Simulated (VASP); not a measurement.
InP: relaxation of cell and atoms with r2SCAN

Crystal: InP.

```
In P
1.0
     0.00000    2.75323    2.75323
     2.75323    0.00000    2.75323
     2.75323    2.75323    0.00000
In P
1 1
Direct
  0.00000 0.00000 0.00000
  0.25000 0.25000 0.25000
```

```
Program                : VASP 6.6.1
Task                   : relaxation of cell and atoms
Functional             : r2SCAN
Potentials or basis    : VASP PAW PBE potentials, release 64 (In_d, P)
Cutoff                 : 600 eV
k mesh                 : 8 × 8 × 8
Occupations            : gaussian, width 0.02 eV
Spin                   : no spin polarisation
Target pressure        : 25 GPa
Dipole correction      : no
Further INCAR settings : ALGO = Normal; EDIFF = 1e-07; IBRION = 2; EDIFFG = -0.008; NSW = 70; ISIF = 3
```

```json
{
  "Relaxed volume": "20.59 Å³/atom",
  "Relaxed cell": "a = 3.876 Å, b = 3.876 Å, c = 3.876 Å, α = 60.00°, β = 60.00°, γ = 60.00°",
  "Space group after relaxing (to 0.1 Å)": "F-43m (No. 216)",
  "Energy change on relaxing (the run minimises the enthalpy)": "+41.1 meV/atom",
  "Ionic steps": "3",
  "Pressure after relaxing": "25.0 GPa",
  "Band gap on the k mesh": "1.60 eV (least direct gap 2.29 eV)"
}
```

The path:
| step | energy change (eV) | largest force (eV/Å) | pressure (GPa) | volume (Å³) |
| --- | --- | --- | --- | --- |
| 1 | 0.0000 | 0.0000 | 22.83 | 41.74 |
| 2 | 0.2759 | 0.0000 | 29.89 | 40.06 |
| 3 | 0.0823 | 0.0000 | 24.99 | 41.19 |

Final structure:
```xyz
2
Lattice="0.0000 2.7410 2.7410 2.7410 0.0000 2.7410 2.7410 2.7410 0.0000" Properties=species:S:1:pos:R:3 pbc="T T T"
In    0.0000    0.0000    0.0000
P     1.3705    1.3705    1.3705
```

Levels at points of the mesh, in eV from the valence-band top:
| k point | band 6 | band 7 | band 8 | band 9 | band 10 | band 11 | band 12 | band 13 |
| --- | --- | --- | --- | --- | --- | --- | --- | --- |
| (0.00, 0.00, 0.00) | -13.65 | 0.00 | 0.00 | 0.00 | 2.29 | 4.33 | 4.33 | 4.33 |
| (0.50, 0.00, 0.00) | -11.02 | -7.19 | -1.37 | -1.37 | 2.35 | 5.07 | 5.07 | 7.84 |
| (0.50, 0.50, 0.00) | -10.11 | -6.93 | -3.23 | -3.23 | 1.60 | 2.41 | 11.32 | 11.38 |

It took 2.5 min on 1 thread of Intel(R) Xeon(R) Platinum 8488C (Sapphire Rapids) (shared host), peak memory 0.21 GiB.

Caveat: the cell is relaxed towards a set pressure, so the run minimises the enthalpy, not the energy; the PAW data sets were made with another functional, which shifts forces and pressure a little; spin-orbit coupling is left out, which moves the levels of the heavy elements. A k mesh can miss the band edges.
